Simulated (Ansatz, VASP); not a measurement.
# SrTiO3 in VASP and in Ansatz

```
Sr Ti O
1.0
     3.90500    0.00000    0.00000
     0.00000    3.90500    0.00000
     0.00000    0.00000    3.90500
Sr Ti O
1 1 3
Direct
  0.00000 0.00000 0.00000
  0.50000 0.50000 0.50000
  0.00000 0.50000 0.50000
  0.50000 0.00000 0.50000
  0.50000 0.50000 0.00000
```

Alike in both runs: functional PBE; k mesh 8 × 8 × 8; occupations fermi-dirac, width 0.02 eV; no spin polarisation.

Ansatz relaxed the structure, and its values are those at the end. VASP's run is a single point on that final structure, the one shown.

|  | VASP | Ansatz |
| --- | --- | --- |
| version | VASP 6.6.1 | Ansatz 0.2.0 |
| potentials or method | VASP PAW PBE potentials, release 64 (Sr_sv, Ti_sv, O) | plane-wave PAW, scalar-relativistic |
| plane-wave cutoff (eV) | 600 | 420 |
| valence electrons in the cell | 40 | 40 |

VASP gave:

```
gap on the k mesh at the Fermi level (eV) : 1.86
pressure (GPa)                            : 4.8
```

Estimate Ansatz's values.

gap on the k mesh at the Fermi level (eV): 1.89; pressure (GPa): 4.3.

Ansatz's warnings: stress scf threshold loose.
